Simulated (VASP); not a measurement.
Wanted: the native input for a VASP 6.6.1 run.

```yaml
Task: single point
Functional: PBE
Potentials_or_basis: VASP PAW PBE potentials, release 64 (Zr_sv, Al, N)
Cutoff: 520 eV
k_mesh: 4 × 4 × 4
Occupations: gaussian, width 0.1 eV
Spin: no spin polarisation
Dipole_correction: no
Further_INCAR_settings: ALGO = Normal; EDIFF = 1e-06; NBANDS = 40
```

The structure of Zr3AlN4 lies in POSCAR:

```
Zr3AlN4
1.0
    4.7548215300      0.0000000000      0.0000000000
    0.0000000000      4.7548215300      0.0000000000
    0.0000000000      0.0000000000      4.7548215300
Zr Al N
3 1 4
Direct
    0.5000000000      0.0000000000      0.0000000000
    0.0000000000      0.0000000000      0.5000000000
    0.0000000000      0.5000000000      0.0000000000
    0.5000000000      0.5000000000      0.5000000000
    0.0000000000      0.5000000000      0.5000000000
    0.5000000000      0.5000000000      0.0000000000
    0.0000000000      0.0000000000      0.0000000000
    0.5000000000      0.0000000000      0.5000000000
```

One way to write it, as run:

INCAR

```
ALGO = Normal
EDIFF = 1E-6
ENCUT = 520
GGA = PE
ISIF = 2
ISMEAR = 0
LASPH = True
LCHARG = False
LREAL = False
LWAVE = False
NBANDS = 40
NELM = 100
PREC = Accurate
SIGMA = 0.1
```

KPOINTS

```
k-points
0
Gamma
  4 4 4
```

Potentials or basis: VASP PAW PBE potentials, release 64 (Zr_sv, Al, N).

Run with:

```bash
$ cat potpaw_PBE.64/Zr_sv/POTCAR potpaw_PBE.64/Al/POTCAR potpaw_PBE.64/N/POTCAR > POTCAR
$ mpirun -np 1 vasp_std > vasp.out
```

Results of the run:

```
Pressure               : -23.6 GPa
Band gap on the k mesh : zero (an odd number of electrons rules out a gap without spin polarisation)
```

Caveat: the cell stands under tension.

Wall time 19 s on 1 thread of Intel(R) Xeon(R) 6975P-C (Granite Rapids) (shared host), peak memory 0.21 GiB.
